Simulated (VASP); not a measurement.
# PbF2 in VASP: single point with PBEsol

Aim: the single point of PbF2 with PBEsol.

All numbers are computed with VASP 6.6.1; they aren't measurements. Logs are shortened: lines on timing, memory, paths and dates and some standing lists are left out, and cuts for length are marked.

### 1 The cell of the first run

The typed cell holds 6 atoms: a = 8.340 Å, b = 4.171 Å, c = 4.171 Å, α = 60.01°, β = 60.00°, γ = 60.01°.

### 2 Single point, PBEsol

Input file INCAR:

```
  PREC = Accurate
  ENCUT = 520
  EDIFF = 1E-6
  ISMEAR = -1
  SIGMA = 0.05
  LREAL = F
  LASPH = T
  NELM = 60
  ALGO = Normal
  ISIF = 2
  LWAVE = F
  LCHARG = F
  GGA = PS
  NBANDS = 37
```

Input file KPOINTS:

```
regular mesh
0
Gamma
  6 6 6
```

Input file POSCAR:

```
PbF2
1.0
    0.0004704936      5.8977001454      5.8973775903
    2.9498295325     -0.0006351827      2.9495601030
    2.9494148301      2.9493049901     -0.0002203249
Pb F
2 4
Direct
    0.0111542440     -0.0270203555     -0.0174914499
    0.5111538312     -0.0270310603     -0.0174527473
    0.3861740228      0.7228870122      0.7325267531
    0.1361134776      0.2230295380      0.2325761942
    0.8861789046      0.7228715264      0.7325556442
    0.6361134141      0.2230375182      0.2325499584
```

Potentials or basis: VASP PAW PBE potentials, release 64 (Pb_d, F).

Command:

```console
> cat potpaw_PBE.64/Pb_d/POTCAR potpaw_PBE.64/F/POTCAR > POTCAR
> mpirun -np 1 vasp_std > vasp.out
```

OUTCAR:

```text
PREC = Accurate
   ENCUT = 520
   EDIFF = 1E-6
   ISMEAR = -1
   LREAL = F
   LASPH = T
   NELM = 60
   ISIF = 2
   GGA = PS

 ion  position               nearest neighbor table
   1  0.011  0.973  0.983-   3 2.55   6 2.55   4 2.55   5 2.55   4 2.55   5 2.55   5 2.55   4 2.55

   2  0.511  0.973  0.983-   5 2.55   6 2.55   4 2.55   3 2.55   3 2.55   6 2.55   3 2.55   6 2.55

   3  0.386  0.723  0.733-   1 2.55   2 2.55   2 2.55   2 2.55
   4  0.136  0.223  0.233-   2 2.55   1 2.55   1 2.55   1 2.55
   5  0.886  0.723  0.733-   2 2.55   1 2.55   1 2.55   1 2.55
   6  0.636  0.223  0.233-   2 2.55   1 2.55   2 2.55   2 2.55

  LATTYP: Found a triclinic cell.
 ALAT       =     4.1710247917
 B/A-ratio  =     1.9995995911
 C/A-ratio  =     1.0001696644
 COS(alpha) =     0.0000544177
 COS(beta)  =     0.4999712813
 COS(gamma) =     0.5000069002

  Lattice vectors:

 A1 = (  -2.9494148301,  -2.9493049901,   0.0002203249)
 A2 = (  -0.0004704936,  -5.8977001454,  -5.8973775903)
 A3 = (   0.0004147024,  -2.9499401728,   2.9497804279)

Analysis of symmetry for initial positions (statically):
=====================================================================
 Subroutine PRICEL returns:
 Original cell was already a primitive cell.

 Routine SETGRP: Setting up the symmetry group for a
 triclinic supercell.

 Subroutine GETGRP returns: Found  1 space group operations
 (whereof  1 operations were pure point group operations)
 out of a pool of  2 trial point group operations.

The static configuration has the point symmetry C_1 .

Analysis of symmetry for dynamics (positions and initial velocities):
=====================================================================
 Subroutine PRICEL returns:
 Original cell was already a primitive cell.

 Routine SETGRP: Setting up the symmetry group for a
 triclinic supercell.

 Subroutine GETGRP returns: Found  1 space group operations
 (whereof  1 operations were pure point group operations)
 out of a pool of  2 trial point group operations.

The dynamic configuration has the point symmetry C_1 .

 Subroutine INISYM returns: Found  1 space group operations
 (whereof  1 operations are pure point group operations),
 and found     1 'primitive' translations

----------------------------------------------------------------------------------------

                                     Primitive cell

  volume of cell :     102.6246

  direct lattice vectors                    reciprocal lattice vectors
     0.000470494  5.897700145  5.897377590    -0.084766764  0.084776256  0.084792764
     2.949829532 -0.000635183  2.949560103     0.169496113 -0.169489764  0.169485512
     2.949414830  2.949304990 -0.000220325     0.169543883  0.169500072 -0.169522869

  length of vectors
     8.340379468  4.171498469  4.171024792     0.146840835  0.293566093  0.293621194

  position of ions in fractional coordinates (direct lattice)
     0.011154244  0.972979645  0.982508550
     0.511153831  0.972968940  0.982547253
     0.386174023  0.722887012  0.732526753
     0.136113478  0.223029538  0.232576194
     0.886178905  0.722871526  0.732555644
     0.636113414  0.223037518  0.232549958

  ion indices of the primitive-cell ions
   primitive index   ion index
                 1           1
                 2           2
                 3           3
                 4           4
                 5           5
                 6           6

----------------------------------------------------------------------------------------

 KPOINTS: regular mesh

Automatic generation of k-mesh.
 Grid dimensions read from file:
 generate k-points for:    6    6    6

 Generating k-lattice:

  Cartesian coordinates                     Fractional coordinates (reciprocal lattice)
    -0.014127794  0.014129376  0.014132127     0.166666667 -0.000000000 -0.000000000
     0.028249352 -0.028248294  0.028247585    -0.000000000  0.166666667 -0.000000000
     0.028257314  0.028250012 -0.028253811    -0.000000000  0.000000000  0.166666667

  Length of vectors
     0.024473472  0.048927682  0.048936866

  Shift w.r.t. Gamma in fractional coordinates (k-lattice)
     0.000000000  0.000000000  0.000000000

 Subroutine IBZKPT returns following result:
 ===========================================

 Found    112 irreducible k-points:

 Following reciprocal coordinates:
            Coordinates               Weight
  0.000000  0.000000  0.000000      1.000000
  0.166667  0.000000  0.000000      2.000000
  0.333333  0.000000  0.000000      2.000000
  0.500000  0.000000  0.000000      1.000000
  0.000000  0.166667 -0.000000      2.000000
  0.166667  0.166667 -0.000000      2.000000
[... 16 lines left out ...]
  0.333333  0.000000  0.166667      2.000000
  0.500000  0.000000  0.166667      2.000000
 [... further k-points ...]
   k-points           NKPTS =    112   k-points in BZ     NKDIM =    112   number of bands    NBANDS=     37
   number of dos      NEDOS =    301   number of ions     NIONS =      6
   total plane-waves  NPLWV =  65536
   dimension x,y,z NGX =    64 NGY =   32 NGZ =   32
   dimension x,y,z NGXF=   128 NGYF=   64 NGZF=   64
   ions per type =               2   4
   NGX,Y,Z   is equivalent  to a cutoff of  12.76, 12.75, 12.75 a.u.
   NGXF,Y,Z  is equivalent  to a cutoff of  25.51, 25.51, 25.51 a.u.
 SYSTEM =  unknown system
   PREC   = accura    normal or accurate (medium, high low for compatibility)
   ISTART =      0    job   : 0-new  1-cont  2-samecut
   ICHARG =      2    charge: 1-file 2-atom 10-const
   ISPIN  =      1    spin polarized calculation?
   LNONCOLLINEAR =      F non collinear calculations
   LSORBIT =      F    spin-orbit coupling
   LASPH  =      T    aspherical Exc in radial PAW
   ENCUT  =  520.0 eV  38.22 Ry    6.18 a.u.  15.51  7.76  7.76*2*pi/ulx,y,z
   NELM   =     60;   NELMIN=  2; NELMDL= -5     # of ELM steps
   EDIFF  = 0.1E-05   stopping-criterion for ELM
   LREAL  =      F    real-space projection
   EDIFFG = 0.1E-04   stopping-criterion for IOM
   NSW    =      0    number of steps for IOM
   IBRION =     -1    ionic relax: 0-MD 1-quasi-New 2-CG
   NFREE  =      0    steps in history (QN), initial steepest desc. (CG)
   ISIF   =      2    stress and relaxation
   ISYM   =      2    0-nonsym 1-usesym 2-fastsym
   POTIM  = 0.5000    time-step for ionic-motion
   TEBEG  =    0.0;   TEEND  =   0.0 temperature during run
   PSTRESS=    0.0 pullay stress
   NELECT =      56.0000    total number of electrons
   NUPDOWN=      -1.0000    fix difference up-down
   EMIN   =  10.00;   EMAX   =-10.00  energy-range for DOS
   EFERMI =   0.00;   METHOD = LEGACY
   ISMEAR =    -1;   SIGMA  =   0.05  broadening in eV -4-tet -1-fermi 0-gaus
   EFERMI_NEDOS =   21; number of points for ismear=-14 and -15
   IALGO  =     38    algorithm
   IMIX   =      4    mixing-type and parameters
     AMIX     =   0.40;   BMIX     =  1.00
     AMIX_MAG =   1.60;   BMIX_MAG =  1.00
  volume/ion in A,a.u.               =      17.10       115.42
  Fermi-wavevector in a.u.,A,eV,Ry     =   1.337787  2.528051 24.350004  1.789675
  Thomas-Fermi vector in A             =   2.466309
   LORBIT       =      0    0 simple, 1 ext, 2 COOP (PROOUT), +10 PAW based schemes
   GGA     = PS    functional components
   LHFCALC =     F    Hartree Fock is set to
   AEXX    =    0.0000 exact exchange contribution
   IVDW    =     0    specifies the selected vdW correction
   LEPSILON=     F    determine dielectric tensor
   LRPA    =     F    only Hartree local field effects (RPA)
 non-spin polarized calculation
  energy-cutoff  :      520.00
  volume of cell :      102.62
 maximum number of plane-waves:      2791
 NGX is ok and might be reduce to    64
   NGX = 31   NGY = 15   NGZ = 15

 number of electron      56.0000000 magnetization

 Free energy of the ion-electron system (eV)
  ---------------------------------------------------
  ext. energy  EPLUGINS =         0.00000000
  ---------------------------------------------------
  free energy    TOTEN  =       -29.87302918 eV

  energy without entropy =      -29.87302918  energy(sigma->0) =      -29.87302918

 E-fermi :   3.1463     XC(G=0):  -9.7345

 val. band max:        1.8991157014   @ k =   0.5000   0.3333   0.5000
 cond. band min:       6.2167522065   @ k =   0.0000   0.5000   0.0000
 fundamental gap:      4.3176365051
 Fermi energy:         3.1462787032

 k-point     1 :       0.0000    0.0000    0.0000
  band No.  band energies     occupation
      1     -19.1810      2.00000
      2     -18.8720      2.00000
      3     -18.7919      2.00000
      4     -18.5130      2.00000
      5     -12.4667      2.00000
      6     -12.4667      2.00000
[... 29 lines left out ...]
     36      15.0156      0.00000
     37      15.5473      0.00000

 k-point     2 :       0.1667    0.0000    0.0000
  band No.  band energies     occupation
      1     -19.1658      2.00000
      2     -18.9181      2.00000
      3     -18.7489      2.00000
      4     -18.5265      2.00000
      5     -12.4634      2.00000
      6     -12.4634      2.00000
[... 29 lines left out ...]
     36      15.0446      0.00000
     37      15.5866      0.00000

 k-point     3 :       0.3333    0.0000    0.0000
  band No.  band energies     occupation
      1     -19.1242      2.00000
      2     -18.9904      2.00000
      3     -18.6832      2.00000
      4     -18.5641      2.00000
      5     -12.4554      2.00000
      6     -12.4554      2.00000
[... 29 lines left out ...]
     36      15.0383      0.00000
     37      15.7090      0.00000

 k-point     4 :       0.5000    0.0000    0.0000
  band No.  band energies     occupation
      1     -19.0628      2.00000
      2     -19.0628      2.00000
      3     -18.6188      2.00000
      4     -18.6187      2.00000
      5     -12.4481      2.00000
      6     -12.4481      2.00000
[... 29 lines left out ...]
     36      14.7160      0.00000
     37      15.9483      0.00000
[... 683 lines left out ...]
      1     -19.1288      2.00000
      2     -18.8626      2.00000
      3     -18.7956      2.00000
      4     -18.5598      2.00000
      5     -12.4533      2.00000
      6     -12.4523      2.00000
[... 29 lines left out ...]
     36      13.7596      0.00000
     37      15.7980      0.00000

 k-point    23 :       0.3333    0.0000    0.1667
  band No.  band energies     occupation
      1     -19.1073      2.00000
      2     -18.9183      2.00000
      3     -18.7441      2.00000
      4     -18.5785      2.00000
      5     -12.4431      2.00000
      6     -12.4430      2.00000
[... 29 lines left out ...]
     36      13.8251      0.00000
     37      15.5495      0.00000

 k-point    24 :       0.5000    0.0000    0.1667
  band No.  band energies     occupation
      1     -19.0637      2.00000
      2     -18.9830      2.00000
      3     -18.6872      2.00000
      4     -18.6161      2.00000
      5     -12.4328      2.00000
      6     -12.4323      2.00000
[... 29 lines left out ...]
     36      14.0919      0.00000
     37      15.4485      0.00000

 [... further k-points ...]
[... 5 lines left out ...]
  --------------------------------------------------------------------------------------
  -------------------------------------------------------------------------------------
  Total       -0.1468697     -0.1458481     -0.1439264      0.0011282      0.0037753     -0.0029240
  in kB       -2.2929343     -2.2769837     -2.2469819      0.0176130      0.0589394     -0.0456494
  external PRESSURE =      -2.2723000 kB  Pullay stress =       0.0000000 kB

 VOLUME and BASIS-vectors are now :
 -----------------------------------------------------------------------------
  energy-cutoff  :      520.00
  volume of cell :      102.62
      direct lattice vectors                 reciprocal lattice vectors
     0.000470494  5.897700145  5.897377590    -0.084766764  0.084776256  0.084792764
     2.949829532 -0.000635183  2.949560103     0.169496113 -0.169489764  0.169485512
     2.949414830  2.949304990 -0.000220325     0.169543883  0.169500072 -0.169522869

 POSITION                                       TOTAL-FORCE (eV/Angst)
 -----------------------------------------------------------------------------------
      5.76795      2.96288      2.93543         0.000063     -0.000026     -0.000011
      5.76827      5.91185      5.88408        -0.000106     -0.000286      0.000050
      4.29310      4.43752      4.40945         0.000123      0.000129     -0.000012
      1.34393      1.48855      1.46050        -0.000146      0.000108      0.000023
      4.29338      7.38649      7.35812         0.000102     -0.000088     -0.000017
      1.34411      4.43733      4.40921        -0.000036      0.000163     -0.000033
 -----------------------------------------------------------------------------------
    total drift:                                0.000078      0.000367     -0.000350

  FREE ENERGIE OF THE ION-ELECTRON SYSTEM (eV)
  ---------------------------------------------------
  free  energy   TOTEN  =       -29.8730291778 eV

  energy  without entropy=      -29.8730291777  energy(sigma->0) =      -29.87302918
```

Wall time 12 min (1 thread of Oxide Virtual Turin-like, shared host); peak memory 0.43 GiB.

Results:

* Free energy: -29.8730 eV
* Pressure: -0.2 GPa
* Band gap on the k mesh: 4.32 eV

Caveat: the PAW data sets were made with another functional, which shifts forces and pressure a little; spin-orbit coupling is left out, which moves the levels of the heavy elements. A k mesh can miss the band edges.
